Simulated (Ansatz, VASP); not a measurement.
**PtS2: VASP beside Ansatz**

```xyz
6
Lattice="3.5432 0.0000 0.0000 -1.7716 3.0685 0.0000 0.0000 0.0000 24.5582" Properties=species:S:1:pos:R:3 pbc="T T T"
S     1.7716    1.0228    8.6320
S     0.0000    2.0457   11.1019
S     1.7716    1.0228   13.4563
S     0.0000    2.0457   15.9262
Pt    0.0000    0.0000    9.8822
Pt    0.0000    0.0000   14.6760
```

Alike in both runs: task single point; functional PBE; dispersion D3(BJ); k mesh 24 × 24 × 1; occupations gaussian, width 0.05 eV; no spin polarisation.

|  | VASP | Ansatz |
| --- | --- | --- |
| version | VASP 6.6.1 | Ansatz 0.2.0 |
| potentials or method | VASP PAW PBE potentials, release 64 (S, Pt), cutoff 520 eV | scalar-relativistic, plane waves, PAW |
| valence electrons in the cell | 44 | 60 |

Ansatz gave:

| Item | Value |
| --- | --- |
| gap on the k mesh at the Fermi level (eV) | 0.80 |
| rms of the force components (eV/Å) | 0.007 |

What did VASP give for the same quantities?

gap on the k mesh at the Fermi level (eV): 0.81; rms of the force components (eV/Å): 0.017.

VASP's potentials hold 44 valence electrons a cell and Ansatz's 60, so a difference there can come from the potentials and not from the codes.

Neither program's run includes spin-orbit coupling.
